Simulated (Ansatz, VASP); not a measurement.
# LaOs3 in VASP and in Ansatz

File INCAR:

```
SYSTEM = LaOs3
  ALGO = Fast
  EDIFF = 1E-7
  ENCUT = 520
  GGA = PE
  ISIF = 2
  ISMEAR = 0
  LASPH = .True.
  LCHARG = .False.
  LREAL = .False.
  LWAVE = .False.
  NBANDS = 26
  NELM = 100
  PREC = Accurate
  SIGMA = 0.05
```

Contents of KPOINTS:

```
k-points
0
Gamma
  8 8 8
  0 0 0
```

File POSCAR:

```
LaOs3
1.0
    4.1470735563      0.0000000000      0.0000000000
    0.0000000000      4.1470735563      0.0000000000
    0.0000000000      0.0000000000      4.1470735563
La Os
1 3
Direct
    0.0000000000      0.0000000000      0.0000000000
    0.0000000000      0.5000000000      0.5000000000
    0.5000000000      0.5000000000      0.0000000000
    0.5000000000      0.0000000000      0.5000000000
```

Input for Ansatz:

```yaml
crystal:
  lattice:
    - [4.1470735563, 0.0, 0.0]
    - [0.0, 4.1470735563, 0.0]
    - [0.0, 0.0, 4.1470735563]
  atoms:
    - { symbol: La, position: [0.0, 0.0, 0.0] }
    - { symbol: Os, position: [0.0, 0.5, 0.5] }
    - { symbol: Os, position: [0.5, 0.5, 0.0] }
    - { symbol: Os, position: [0.5, 0.0, 0.5] }
basis:
  ecutwfc: 420
  ecutrho_ratio: 4
kpoints:
  mp_grid: { grid: [8, 8, 8] }
hamiltonian:
  xc: pbe
scf:
  occupations: { method: gaussian, width: 0.05 }
output:
  forces: true
  stress: true
  eigenvalues: true
```

Alike in both runs: task single point; functional PBE; k mesh 8 × 8 × 8; occupations gaussian, width 0.05 eV; no spin polarisation.

|  | VASP | Ansatz |
| --- | --- | --- |
| version | VASP 6.6.1 | Ansatz 0.2.0 |
| potentials or method | VASP PAW PBE potentials, release 64 (La, Os), cutoff 520 eV | scalar-relativistic, plane waves, PAW |
| valence electrons in the cell | 35 | 59 |

```csv
,VASP,Ansatz,Ansatz less VASP
gap on the k mesh at the Fermi level (eV),none,none,-
pressure (GPa),0.1,0.0,-0.09
```

A gap of «none» marks a metal or a gap that the smearing closes. VASP's potentials hold 35 valence electrons a cell and Ansatz's 59, so a difference there can come from the potentials and not from the codes.

Neither program's run includes spin-orbit coupling.
